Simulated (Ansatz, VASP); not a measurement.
Two plane-wave programs on ZrSe2

INCAR

```
SYSTEM = ZrSe2
PREC = Accurate
ENCUT = 500
EDIFF = 1E-6
ISMEAR = 0
SIGMA = 0.01
LREAL = .False.
LASPH = .True.
NELM = 120
ALGO = Normal
ISIF = 2
LWAVE = .False.
LCHARG = .True.
GGA = RP
LELF = .True.
LVHAR = .True.
NBANDS = 19
GGA_COMPAT = .False.
```

KPOINTS

```
Automatic mesh
0
Gamma
  7 7 4
  0 0 0
```

POSCAR

```
ZrSe2
1.0
    3.7980000000      0.0000000000      0.0000000000
   -1.8990000000      3.2891640000      0.0000000000
    0.0000000000      0.0000000000      6.1920000000
Zr Se
1 2
Direct
    0.0000000000      0.0000000000      0.0000000000
    0.3333333333      0.6666666667      0.2500000000
    0.6666666667      0.3333333333      0.7500000000
```

Input for Ansatz:

```yaml
crystal:
  lattice:
    - [3.798, 0.0, 0.0]
    - [-1.899, 3.289164, 0.0]
    - [0.0, 0.0, 6.192]
  atoms:
    - { symbol: Zr, position: [0.0, 0.0, 0.0] }
    - { symbol: Se, position: [0.3333333333333333, 0.6666666666666666, 0.25] }
    - { symbol: Se, position: [0.6666666666666666, 0.3333333333333333, 0.75] }
kpoints:
  mp_grid:
    grid: [7, 7, 4]
hamiltonian:
  xc: rpbe
scf:
  mixing:
    algorithm: msr1
  occupations:
    method: fixed
  eigensolver:
    kind: davidson
    mixed_precision: false
output:
  wannier:
    kmesh: [4, 4, 2]
    projections:
      - { species: Se, l: p }
    minimise: true
```

Alike in both runs: task single point; functional RPBE; k mesh 7 × 7 × 4; no spin polarisation.

|  | VASP | Ansatz |
| --- | --- | --- |
| version | VASP 6.6.1 | Ansatz 0.2.0 |
| potentials or method | VASP PAW PBE potentials, release 64 (Zr_sv, Se) | plane waves, PAW |
| plane-wave cutoff (eV) | 500 | 420 |
| occupations | gaussian, width 0.01 eV | fixed |
| valence electrons in the cell | 24 | 44 |

VASP gave:

| Item | Value |
| --- | --- |
| gap on the k mesh at the Fermi level (eV) | 0.47 |

**Question.** Which values does Ansatz return?

**Answer.** gap on the k mesh at the Fermi level (eV): 0.48.

VASP's potentials were made for PBE, not for RPBE. VASP's potentials hold 24 valence electrons a cell and Ansatz's 44, so a difference there can come from the potentials and not from the codes.
